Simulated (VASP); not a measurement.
# Hf3N2 (R-3m) in VASP: a series of runs

Runs on Hf3N2. Level: PBEsol. Tasks: single point.

Everything below comes from runs of VASP 6.6.1. Logs are shortened: lines on timing, memory, paths and dates and some standing lists are left out, and cuts for length are marked.

**1. The cell of the first run**

Symmetry: R-3m, No. 166, trigonal system. The conventional cell has a = 3.199 Å, b = 3.199 Å, c = 23.265 Å, α = 90.00°, β = 90.00°, γ = 120.00°. Hf (site symmetry 3m) has 3 N at 2.29 Å within 3.0 Å. Within 3.0 Å of Hf (site symmetry -3m) lie 6 N at 2.24 Å. Within 3.0 Å of N (site symmetry 3m) lie 6 Hf at 2.24 to 2.29 Å.

**2. Single point, PBEsol**

The input, INCAR:

```
SYSTEM = Hf3N2
ALGO = Normal
EDIFF = 1E-6
ENCUT = 520
GGA = PS
ISIF = 2
ISMEAR = 0
LASPH = .TRUE.
LCHARG = .FALSE.
LREAL = .FALSE.
LWAVE = .FALSE.
NBANDS = 28
NELM = 60
PREC = Accurate
SIGMA = 0.2
```

The input, KPOINTS:

```
k-points
0
G
  12 12 12
  0 0 0
```

The input, POSCAR:

```
Hf3N2
1.0
    1.5994260774      0.9234290764      7.7548432223
   -1.5994260774      0.9234290764      7.7548432223
    0.0000000000     -1.8468581527      7.7548432223
Hf N
3 2
Direct
    0.7794186600      0.7794186600      0.7794186600
    0.2205813400      0.2205813400      0.2205813400
    0.0000000000      0.0000000000      0.0000000000
    0.6119155300      0.6119155300      0.6119155300
    0.3880844700      0.3880844700      0.3880844700
```

Potentials or basis: VASP PAW PBE potentials, release 64 (Hf_pv, N).

Run with:

```
$ cat potpaw_PBE.64/Hf_pv/POTCAR potpaw_PBE.64/N/POTCAR > POTCAR
$ mpirun -np 1 vasp_std > vasp.out
```

OUTCAR:

```text
SYSTEM = Hf3N2
   EDIFF = 1E-6
   ENCUT = 520
   GGA = PS
   ISIF = 2
   ISMEAR = 0
   LASPH = .TRUE.
   LREAL = .FALSE.
   NELM = 60
   PREC = Accurate

 ion  position               nearest neighbor table
   1  0.779  0.779  0.779-   5 2.29   5 2.29   5 2.29   2 3.12   2 3.12   2 3.12   3 3.21   3 3.21
                             3 3.21
   2  0.221  0.221  0.221-   4 2.29   4 2.29   4 2.29   1 3.12   1 3.12   1 3.12   3 3.21   3 3.21
                             3 3.21
   3  0.000  0.000  0.000-   4 2.24   4 2.24   5 2.24   5 2.24   4 2.24   5 2.24   2 3.21   1 3.21
                             2 3.21   1 3.21   2 3.21   1 3.21
   4  0.612  0.612  0.612-   3 2.24   3 2.24   3 2.24   2 2.29   2 2.29   2 2.29
   5  0.388  0.388  0.388-   3 2.24   3 2.24   3 2.24   1 2.29   1 2.29   1 2.29

  LATTYP: Found a trigonal (rhomboedric) cell.
 ALAT       =     7.9717299527
 COS(alpha) =     0.9194893776

  Lattice vectors:

 A1 = (   1.5994260774,   0.9234290764,   7.7548432223)
 A2 = (  -1.5994260774,   0.9234290764,   7.7548432223)
 A3 = (   0.0000000000,  -1.8468581527,   7.7548432223)

Analysis of symmetry for initial positions (statically):
=====================================================================
 Subroutine PRICEL returns:
 Original cell was already a primitive cell.

 Routine SETGRP: Setting up the symmetry group for a
 trigonal (rhombohedral) supercell.

 Subroutine GETGRP returns: Found 12 space group operations
 (whereof 12 operations were pure point group operations)
 out of a pool of 12 trial point group operations.

The static configuration has the point symmetry D_3d.

Analysis of symmetry for dynamics (positions and initial velocities):
=====================================================================
 Subroutine PRICEL returns:
 Original cell was already a primitive cell.

 Routine SETGRP: Setting up the symmetry group for a
 trigonal (rhombohedral) supercell.

 Subroutine GETGRP returns: Found 12 space group operations
 (whereof 12 operations were pure point group operations)
 out of a pool of 12 trial point group operations.

The dynamic configuration has the point symmetry D_3d.

 Subroutine INISYM returns: Found 12 space group operations
 (whereof 12 operations are pure point group operations),
 and found     1 'primitive' translations

----------------------------------------------------------------------------------------

                                     Primitive cell

  volume of cell :      68.7214

  direct lattice vectors                    reciprocal lattice vectors
     1.599426077  0.923429076  7.754843222     0.312612134  0.180486700  0.042983891
    -1.599426077  0.923429076  7.754843222    -0.312612134  0.180486700  0.042983891
     0.000000000 -1.846858153  7.754843222     0.000000000 -0.360973400  0.042983891

  length of vectors
     7.971729953  7.971729953  7.971729953     0.363523604  0.363523604  0.363523604

  position of ions in fractional coordinates (direct lattice)
     0.779418660  0.779418660  0.779418660
     0.220581340  0.220581340  0.220581340
     0.000000000  0.000000000  0.000000000
     0.611915530  0.611915530  0.611915530
     0.388084470  0.388084470  0.388084470

  ion indices of the primitive-cell ions
   primitive index   ion index
                 1           1
                 2           2
                 3           3
                 4           4
                 5           5

----------------------------------------------------------------------------------------

 KPOINTS: k-points

Automatic generation of k-mesh.
 Grid dimensions read from file:
 generate k-points for:   12   12   12

 Generating k-lattice:

  Cartesian coordinates                     Fractional coordinates (reciprocal lattice)
     0.026051011  0.015040558  0.003581991     0.083333333 -0.000000000  0.000000000
    -0.026051011  0.015040558  0.003581991    -0.000000000  0.083333333  0.000000000
     0.000000000 -0.030081117  0.003581991     0.000000000  0.000000000  0.083333333

  Length of vectors
[... 55 lines left out ...]
      2     -24.5976      2.00000
      3     -24.4292      2.00000
      4     -24.0828      2.00000
      5     -23.7313      2.00000
      6     -23.6507      2.00000
[... 20 lines left out ...]
     27      10.0663      0.00000
     28      10.5834      0.00000

 k-point     4 :       0.2500    0.0000    0.0000
  band No.  band energies     occupation
      1     -24.8099      2.00000
      2     -24.7772      2.00000
      3     -24.4698      2.00000
      4     -24.0353      2.00000
      5     -23.8668      2.00000
      6     -23.7950      2.00000
[... 20 lines left out ...]
     27      10.8410      0.00000
     28      11.1052      0.00000

 k-point     5 :       0.3333    0.0000    0.0000
  band No.  band energies     occupation
      1     -24.9628      2.00000
      2     -24.7538      2.00000
      3     -24.5099      2.00000
      4     -24.0547      2.00000
      5     -23.9998      2.00000
      6     -23.8660      2.00000
[... 20 lines left out ...]
     27      11.0884      0.00000
     28      11.5253      0.00000

 k-point     6 :       0.4167    0.0000    0.0000
  band No.  band energies     occupation
      1     -25.0875      2.00000
      2     -24.7207      2.00000
      3     -24.5391      2.00000
      4     -24.1336      2.00000
      5     -24.0947      2.00000
      6     -23.8417      2.00000
[... 463 lines left out ...]
      5     -23.9146      2.00000
      6     -23.8380      2.00000
[... 20 lines left out ...]
     27      10.5477      0.00000
     28      11.4998      0.00000

 k-point    22 :       0.4167    0.1667   -0.0000
  band No.  band energies     occupation
      1     -24.9573      2.00000
      2     -24.7323      2.00000
      3     -24.6012      2.00000
      4     -24.0490      2.00000
      5     -23.9982      2.00000
      6     -23.8768      2.00000
[... 20 lines left out ...]
     27      11.3308      0.00000
     28      11.7692      0.00000

 k-point    23 :       0.5000    0.1667    0.0000
  band No.  band energies     occupation
      1     -25.0400      2.00000
      2     -24.6995      2.00000
      3     -24.6545      2.00000
      4     -24.0966      2.00000
      5     -24.0721      2.00000
      6     -23.8574      2.00000
[... 20 lines left out ...]
     27      11.8209      0.00000
     28      12.1174      0.00000

 k-point    24 :      -0.4167    0.1667    0.0000
  band No.  band energies     occupation
      1     -25.0702      2.00000
      2     -24.6863      2.00000
      3     -24.6760      2.00000
      4     -24.1173      2.00000
      5     -24.0952      2.00000
      6     -23.8266      2.00000
[... 20 lines left out ...]
     27      11.5913      0.00000
     28      12.3719      0.00000

 [... further k-points ...]

------------------------ aborting loop because EDIFF is reached ----------------------------------------

  FORCE on cell =-STRESS in cart. coord.  units (eV):
  Direction    XX          YY          ZZ          XY          YZ          ZX
  --------------------------------------------------------------------------------------
  -------------------------------------------------------------------------------------
  Total       -1.4561307     -1.4561307     -1.7016432     -0.0000000     -0.0000000     -0.0000000
  in kB      -33.9483715    -33.9483715    -39.6722732     -0.0000000     -0.0000000     -0.0000000
  external PRESSURE =     -35.8563388 kB  Pullay stress =       0.0000000 kB

 VOLUME and BASIS-vectors are now :
 -----------------------------------------------------------------------------
  energy-cutoff  :      520.00
  volume of cell :       68.72
      direct lattice vectors                 reciprocal lattice vectors
     1.599426077  0.923429076  7.754843222     0.312612134  0.180486700  0.042983891
    -1.599426077  0.923429076  7.754843222    -0.312612134  0.180486700  0.042983891
     0.000000000 -1.846858153  7.754843222     0.000000000 -0.360973400  0.042983891

 POSITION                                       TOTAL-FORCE (eV/Angst)
 -----------------------------------------------------------------------------------
      0.00000      0.00000     18.13281         0.000000     -0.000000     -0.319810
      0.00000      0.00000      5.13172         0.000000      0.000000      0.319810
      0.00000      0.00000      0.00000         0.000000      0.000000      0.000000
      0.00000      0.00000     14.23593         0.000000     -0.000000     -0.201431
      0.00000      0.00000      9.02860         0.000000      0.000000      0.201431
 -----------------------------------------------------------------------------------
    total drift:                                0.000000     -0.000000     -0.000000

  FREE ENERGIE OF THE ION-ELECTRON SYSTEM (eV)
  ---------------------------------------------------
  free  energy   TOTEN  =       -56.8171831661 eV

  energy  without entropy=      -56.7863298859  energy(sigma->0) =      -56.80175653
```

It took 11 min on 1 thread of Intel Xeon 6975P-C (Granite Rapids), shared host; peak memory 0.67 GiB.

Results:

```yaml
Free_energy: -56.8172 eV
Pressure: -3.6 GPa
Largest_force: 0.320 eV/Å
Band_gap_on_the_k_mesh: zero (band 20 reaches 7.24 eV, above the bottom of band 21 at 6.17 eV)
```

Forces on the atoms (eV/Å):
```
Hf   0.000  0.000 -0.320
Hf   0.000  0.000  0.320
Hf   0.000  0.000  0.000
N    0.000  0.000 -0.201
N    0.000  0.000  0.201
```

Levels at points of the mesh, in eV from the Fermi level:
| k point | band 16 | band 17 | band 18 | band 19 | band 20 | band 21 | band 22 | band 23 | band 24 | band 25 |
| --- | --- | --- | --- | --- | --- | --- | --- | --- | --- | --- |
| (0.00, 0.00, 0.00) | -3.52 | -3.52 | -3.06 | 0.23 | 0.55 | 0.81 | 0.81 | 1.85 | 1.85 | 2.11 |
| (0.50, 0.00, 0.00) | -4.68 | -3.88 | -2.41 | -1.01 | -0.49 | -0.37 | 2.78 | 3.26 | 4.24 | 4.55 |
| (0.50, 0.50, 0.00) | -4.66 | -3.99 | -2.97 | -0.88 | -0.24 | 0.52 | 1.85 | 3.20 | 4.14 | 4.42 |
| (0.50, 0.50, 0.50) | -3.61 | -3.61 | -1.67 | -1.01 | 0.49 | 0.49 | 1.48 | 1.49 | 2.76 | 2.76 |

Caveat: the PAW data sets were made with another functional, which shifts forces and pressure a little; spin-orbit coupling is left out, which moves the levels of the heavy elements.

**3. Single point, PBEsol**

The input, INCAR:

```
SYSTEM = Hf3N2
PREC     = Accurate       ! precision mode
ENCUT    = 520            ! plane-wave cutoff, eV
EDIFF    = 1E-6           ! SCF threshold, eV
ISMEAR   = 0              ! smearing method
SIGMA    = 0.5            ! smearing width, eV
LREAL    = .FALSE.        ! projectors in reciprocal space
LASPH    = .TRUE.         ! aspherical terms in the spheres
NELM     = 80             ! most SCF steps
ALGO     = Normal         ! electronic algorithm
ISIF     = 2              ! what is computed and relaxed
LWAVE    = .FALSE.        ! write WAVECAR
LCHARG   = .FALSE.        ! write CHGCAR
GGA      = PS             ! functional
NBANDS   = 28             ! bands
```

The input, KPOINTS:

```
Automatic mesh
0
G
  12 12 12
  0 0 0
```

POSCAR is that of step 2.

Potentials or basis: VASP PAW PBE potentials, release 64 (Hf_pv, N).

Run with:

```
$ cat potpaw_PBE.64/Hf_pv/POTCAR potpaw_PBE.64/N/POTCAR > POTCAR
$ mpirun -np 1 vasp_std > vasp.out
```

It took 13 min on 1 thread of Intel Xeon 6975P-C (Granite Rapids), shared host; peak memory 0.65 GiB.

Results (log left out):

- Free energy: -56.9093 eV
- Pressure: -3.6 GPa
- Largest force: 0.451 eV/Å
- Band gap on the k mesh: zero (band 20 reaches 7.26 eV, above the bottom of band 21 at 6.14 eV)

Forces on the atoms (eV/Å):
```
Hf   0.000  0.000 -0.451
Hf   0.000  0.000  0.451
Hf   0.000  0.000  0.000
N    0.000  0.000 -0.247
N    0.000  0.000  0.247
```

Stress tensor (GPa, compression positive):
```
-3.55  0.00  0.00
 0.00 -3.55  0.00
 0.00  0.00 -3.71
```

Levels at points of the mesh, in eV from the Fermi level:
```
           k point  band 16  band 17  band 18  band 19  band 20  band 21  band 22  band 23  band 24  band 25
(0.00, 0.00, 0.00)    -3.54    -3.54    -3.12     0.18     0.52     0.79     0.79     1.80     1.80     2.07
(0.50, 0.00, 0.00)    -4.71    -3.90    -2.44    -1.06    -0.55    -0.43     2.73     3.23     4.23     4.54
(0.50, 0.50, 0.00)    -4.69    -4.02    -3.01    -0.95    -0.30     0.48     1.81     3.15     4.13     4.41
(0.50, 0.50, 0.50)    -3.63    -3.63    -1.72    -1.06     0.46     0.46     1.44     1.47     2.72     2.72
```

Caveat: the PAW data sets were made with another functional, which shifts forces and pressure a little; spin-orbit coupling is left out, which moves the levels of the heavy elements.

**4. Single point, PBEsol**

The input, INCAR:

```
SYSTEM = Hf3N2
ALGO = Normal ; EDIFF = 1E-6
ENCUT = 520 ; GGA = PS
ISIF = 2 ; ISMEAR = -1
LASPH = .TRUE. ; LCHARG = .FALSE.
LREAL = .FALSE. ; LWAVE = .FALSE.
NBANDS = 28 ; NELM = 60
PREC = Accurate ; SIGMA = 0.05
```

The input, KPOINTS:

```
k-points
0
G
  12 12 12
  0 0 0
```

POSCAR is that of step 3.

Run with:

```
$ cat potpaw_PBE.64/Hf_pv/POTCAR potpaw_PBE.64/N/POTCAR > POTCAR
$ mpirun -np 1 vasp_std > vasp.out
```

Run time: 13 min. Hardware: 1 thread of Intel Xeon 6975P-C (Granite Rapids), shared host; peak memory 0.66 GiB.

It converged, with:

```yaml
Free_energy: -56.8086 eV
Pressure: -3.6 GPa
Largest_force: 0.309 eV/Å
Band_gap_on_the_k_mesh: zero (band 20 reaches 7.24 eV, above the bottom of band 21 at 6.17 eV)
```

Forces in eV/Å, atoms in the order of the input:
```
Hf   0.000  0.000 -0.309
Hf   0.000  0.000  0.309
Hf   0.000  0.000  0.000
N    0.000  0.000 -0.200
N    0.000  0.000  0.200
```

Stress tensor (GPa, compression positive):
```
-3.37  0.00  0.00
 0.00 -3.37  0.00
 0.00  0.00 -3.97
```

Levels at points of the mesh, in eV from the Fermi level:
```tsv
k point	band 16	band 17	band 18	band 19	band 20	band 21	band 22	band 23	band 24	band 25
(0.00, 0.00, 0.00)	-3.51	-3.51	-3.05	0.23	0.56	0.81	0.81	1.86	1.86	2.12
(0.50, 0.00, 0.00)	-4.67	-3.88	-2.41	-1.00	-0.48	-0.36	2.79	3.27	4.25	4.56
(0.50, 0.50, 0.00)	-4.66	-3.99	-2.97	-0.87	-0.22	0.53	1.85	3.21	4.15	4.43
(0.50, 0.50, 0.50)	-3.60	-3.60	-1.66	-1.01	0.50	0.50	1.48	1.49	2.76	2.76
```

Caveat: the PAW data sets were made with another functional, which shifts forces and pressure a little; spin-orbit coupling is left out, which moves the levels of the heavy elements.

**5. Single point, PBEsol**

The input, INCAR:

```
SYSTEM = Hf3N2
ALGO = Normal
EDIFF = 1E-6
ENCUT = 520
GGA = PS
ISIF = 2
ISMEAR = 1
LASPH = .True.
LCHARG = .False.
LREAL = .False.
LWAVE = .False.
NBANDS = 28
NELM = 100
PREC = Accurate
SIGMA = 0.01
```

The input, KPOINTS:

```
k-points
0
Gamma
  12 12 12
  0 0 0
```

POSCAR is that of step 4.

Run with:

```
$ cat potpaw_PBE.64/Hf_pv/POTCAR potpaw_PBE.64/N/POTCAR > POTCAR
$ mpirun -np 1 vasp_std > vasp.out
```

Wall time 13 min (1 thread of Intel Xeon 6975P-C (Granite Rapids), shared host); peak memory 0.67 GiB.

The run converged. Its results:

- Free energy: -56.8030 eV
- Pressure: -3.6 GPa
- Largest force: 0.311 eV/Å
- Band gap on the k mesh: zero (band 20 reaches 7.24 eV, above the bottom of band 21 at 6.17 eV)

Forces in eV/Å, atoms in the order of the input:
```
Hf   0.000  0.000 -0.311
Hf   0.000  0.000  0.311
Hf   0.000  0.000  0.000
N    0.000  0.000 -0.200
N    0.000  0.000  0.200
```

Stress tensor (GPa, compression positive):
```
-3.39  0.00  0.00
 0.00 -3.39  0.00
 0.00  0.00 -3.89
```

Levels at points of the mesh, in eV from the Fermi level:
```
           k point  band 16  band 17  band 18  band 19  band 20  band 21  band 22  band 23  band 24  band 25
(0.00, 0.00, 0.00)    -3.50    -3.50    -3.03     0.25     0.57     0.83     0.83     1.88     1.88     2.13
(0.50, 0.00, 0.00)    -4.66    -3.86    -2.39    -0.98    -0.47    -0.34     2.81     3.28     4.26     4.57
(0.50, 0.50, 0.00)    -4.64    -3.98    -2.95    -0.86    -0.21     0.54     1.87     3.23     4.16     4.44
(0.50, 0.50, 0.50)    -3.59    -3.59    -1.65    -0.99     0.51     0.51     1.50     1.51     2.78     2.78
```

Caveat: the PAW data sets were made with another functional, which shifts forces and pressure a little; spin-orbit coupling is left out, which moves the levels of the heavy elements.

**6. Single point, PBEsol**

This run uses another cell than the first one, of 13.12 Å³/atom, 0.955 times its volume.

The input, INCAR:

```
  PREC = Accurate
  ENCUT = 520
  EDIFF = 1E-6
  ISMEAR = 0
  SIGMA = 0.1
  LREAL = F
  LASPH = T
  NELM = 60
  ALGO = Normal
  ISIF = 2
  LWAVE = F
  LCHARG = F
  GGA = PS
  NBANDS = 28
```

The input, KPOINTS:

```
regular mesh
0
Gamma
  1 1 1
```

The input, POSCAR:

```
Hf3N2
1.0
    1.7017351650      0.9824972556      6.5409396310
   -1.7017351650      0.9824972556      6.5409396310
    0.0000000000     -1.9649945112      6.5409396311
Hf N
3 2
Direct
    0.7458972412      0.7458972412      0.7458972412
    0.2541027588      0.2541027588      0.2541027588
    0.0000000000      0.0000000000      0.0000000000
    0.6174599090      0.6174599090      0.6174599090
    0.3825400910      0.3825400910      0.3825400910
```

Potentials or basis: VASP PAW PBE potentials, release 64 (Hf_pv, N).

Run with:

```
$ cat potpaw_PBE.64/Hf_pv/POTCAR potpaw_PBE.64/N/POTCAR > POTCAR
$ mpirun -np 1 vasp_gam > vasp.out
```

It took 24 s on 1 thread of Intel Xeon Platinum 8375C at 2.90GHz (Ice Lake), shared host; peak memory 0.36 GiB.

It converged, with:

```yaml
Free_energy: -64.7673 eV
Pressure: -3.1 GPa
Largest_force: 0.445 eV/Å
Band_gap_on_the_k_mesh: 3.00 eV
```

Forces in eV/Å, atoms in the order of the input:
```
Hf   0.000  0.000 -0.445
Hf   0.000  0.000  0.445
Hf   0.000  0.000  0.000
N    0.000  0.000  0.283
N    0.000  0.000 -0.283
```

Stress tensor (GPa, compression positive):
```
-2.39  0.00  0.00
 0.00 -2.39  0.00
 0.00  0.00 -4.45
```

Levels at points of the mesh, in eV from the valence-band top:
| k point | band 18 | band 19 | band 20 | band 21 | band 22 | band 23 |
| --- | --- | --- | --- | --- | --- | --- |
| (0.00, 0.00, 0.00) | -0.21 | 0.00 | 0.00 | 3.00 | 4.89 | 5.06 |

Caveat: the k points lie up to 2.16 Å⁻¹ apart; the PAW data sets were made with another functional, which shifts forces and pressure a little; spin-orbit coupling is left out, which moves the levels of the heavy elements. Expect the measured gap to be larger: semilocal functionals such as PBEsol lack the derivative discontinuity.

**7. The runs side by side**

```csv
cell,k mesh,smearing,gap on the mesh (eV),pressure (GPa),largest force (eV/Å)
"a = 7.972 Å, angles 23.1°, 5 atoms",12 × 12 × 12,gaussian 0.2 eV,none,-3.6,0.32
"a = 7.972 Å, angles 23.1°, 5 atoms",12 × 12 × 12,gaussian 0.5 eV,none,-3.6,0.45
"a = 7.972 Å, angles 23.1°, 5 atoms",12 × 12 × 12,fermi-dirac 0.05 eV,none,-3.6,0.31
"a = 7.972 Å, angles 23.1°, 5 atoms",12 × 12 × 12,methfessel-paxton 0.01 eV,none,-3.6,0.31
"a = 6.830 Å, angles 28.9°, 5 atoms",1 × 1 × 1,gaussian 0.1 eV,3.00,-3.1,0.45
```

Alike in all rows: task single point; level PBEsol; potentials or basis VASP PAW PBE potentials, release 64 (Hf_pv, N); no spin polarisation; cutoff (eV) 520.

Caveats: some runs use coarse meshes; the PAW data sets were made with another functional, which shifts forces and pressure a little; spin-orbit coupling is left out, which moves the levels of the heavy elements.

Absolute energies hang on the potentials; compare differences alone.
